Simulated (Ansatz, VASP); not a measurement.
## One calculation of LuSi2Ge3, two programs

```
CELL_PARAMETERS angstrom
5.61225 0.00000 0.00000
-2.80612 4.86035 0.00000
0.00000 0.00000 7.51025
ATOMIC_POSITIONS crystal
Lu 0.00000 0.00000 0.50000
Si 0.00000 0.00000 0.14568
Si 0.00000 0.00000 0.85432
Ge 0.50000 0.00000 0.50000
Ge 0.00000 0.50000 0.50000
Ge 0.50000 0.50000 0.50000
```

Alike in both runs: functional PBE; k mesh 12 × 12 × 6; occupations gaussian, width 0.1 eV; no spin polarisation.

Ansatz relaxed the structure, and its values are those at the end. VASP's run is a single point on that final structure, the one shown.

|  | VASP | Ansatz |
| --- | --- | --- |
| version | VASP 6.6.1 | Ansatz 0.2.0 |
| potentials or method | VASP PAW PBE potentials, release 64 (Lu, Si, Ge_d), cutoff 520 eV | scalar-relativistic, plane waves, PAW |
| valence electrons in the cell | 75 | 75 |

VASP gave:

| Quantity | Value |
| --- | --- |
| gap on the k mesh at the Fermi level (eV) | none |
| pressure (GPa) | 0.1 |
| rms of the force components (eV/Å) | 0.009 |

Problem. Estimate Ansatz's values.

Solution. gap on the k mesh at the Fermi level (eV): none; pressure (GPa): 0.0; rms of the force components (eV/Å): 0.001.

A gap of «none» marks a metal or a gap that the smearing closes. The functional is the same, so the differences come from potentials, cutoffs and numerics.

Spin-orbit coupling is off throughout.
